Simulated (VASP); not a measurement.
Write the native input for VASP 6.6.1 that does the following.

| Item | Value |
| --- | --- |
| Task | single point |
| Functional | PBEsol |
| Potentials or basis | VASP PAW PBE potentials, release 64 (Pb_d) |
| Cutoff | 500 eV |
| k mesh | 16 × 16 × 16 |
| Occupations | gaussian, width 0.1 eV |
| Spin | no spin polarisation |
| Dipole correction | no |
| Further INCAR settings | ALGO = Normal; EDIFF = 1e-06; NBANDS = 13 |

The structure of Pb lies in POSCAR:

```
Pb
1.0
    0.0000000000      2.3296445822      2.3296445822
    2.3296445822      0.0000000000      2.3296445822
    2.3296445822      2.3296445822      0.0000000000
Pb
1
Direct
    0.0000000000      0.0000000000      0.0000000000
```

The input as run:

INCAR

```
PREC = Accurate ; ENCUT = 500
EDIFF = 1E-6 ; ISMEAR = 0
SIGMA = 0.1 ; LREAL = False
LASPH = True ; NELM = 120
ALGO = Normal ; ISIF = 2
LWAVE = False ; LCHARG = False
GGA = PS ; NBANDS = 13
GGA_COMPAT = False
```

KPOINTS

```
Automatic mesh
0
Gamma
  16 16 16
```

Potentials or basis: VASP PAW PBE potentials, release 64 (Pb_d).

The run is started by

```console
$ cat potpaw_PBE.64/Pb_d/POTCAR > POTCAR
$ mpirun -np 1 vasp_std > vasp.out
```

It gave:

```yaml
Pressure: 12.4 GPa
Band_gap_on_the_k_mesh: zero (band 7 reaches 18.22 eV, above the bottom of band 8 at 7.25 eV)
```

Caveat: the PAW data sets were made with another functional, which shifts forces and pressure a little; spin-orbit coupling is left out, which moves the levels of the heavy elements.

Run time: 13 s on 1 thread of Intel(R) Xeon(R) Platinum 8488C (Sapphire Rapids), on a shared host, peak memory 0.17 GiB.
